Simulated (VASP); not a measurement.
Here is a VASP 6.6.1 calculation.

The input INCAR:

```
SYSTEM = ZnSnN2
ALGO = Normal ; EDIFF = 1E-6
ENCUT = 520 ; GGA = PE
ISIF = 2 ; ISMEAR = -1
LASPH = .True. ; LCHARG = .True.
LELF = .True. ; LREAL = .False.
LVHAR = .True. ; LWAVE = .False.
NBANDS = 46 ; NELM = 100
PREC = Accurate ; SIGMA = 0.02
```

File KPOINTS:

```
k-points
0
Gamma
  8 8 4
  0 0 0
```

The input POSCAR:

```
ZnSnN2
1.0
    3.1549593304      0.0000000000      0.0000000000
    0.0000000000      3.1549593304      0.0000000000
    0.0000000000      0.0000000000      9.1152605719
Zn N Sn
2 4 2
Direct
    0.5000000000      0.0000000000      0.9014799894
    0.0000000000      0.5000000000      0.0985200106
    0.5000000000      0.0000000000      0.1338178080
    0.0000000000      0.5000000000      0.3971487651
    0.5000000000      0.0000000000      0.6028512349
    0.0000000000      0.5000000000      0.8661821920
    0.5000000000      0.0000000000      0.3591046631
    0.0000000000      0.5000000000      0.6408953369
```

Potentials or basis: VASP PAW PBE potentials, release 64 (Zn, N, Sn_d).

Launch:

```sh
$ cat potpaw_PBE.64/Zn/POTCAR potpaw_PBE.64/N/POTCAR potpaw_PBE.64/Sn_d/POTCAR > POTCAR
$ mpirun -np 1 vasp_std > vasp.out
```

(1) Predict the largest force.

(2) What does it give for the pressure?

(3) Estimate the band gap on the k mesh.

## Answers

(1) 0.099 eV/Å.

(2) 6.8 GPa.

(3) zero (bands 36 and 37 overlap by 0.59 eV).

Caveat: the cell stands under pressure; spin-orbit coupling is left out, which moves the levels of the heavy elements.
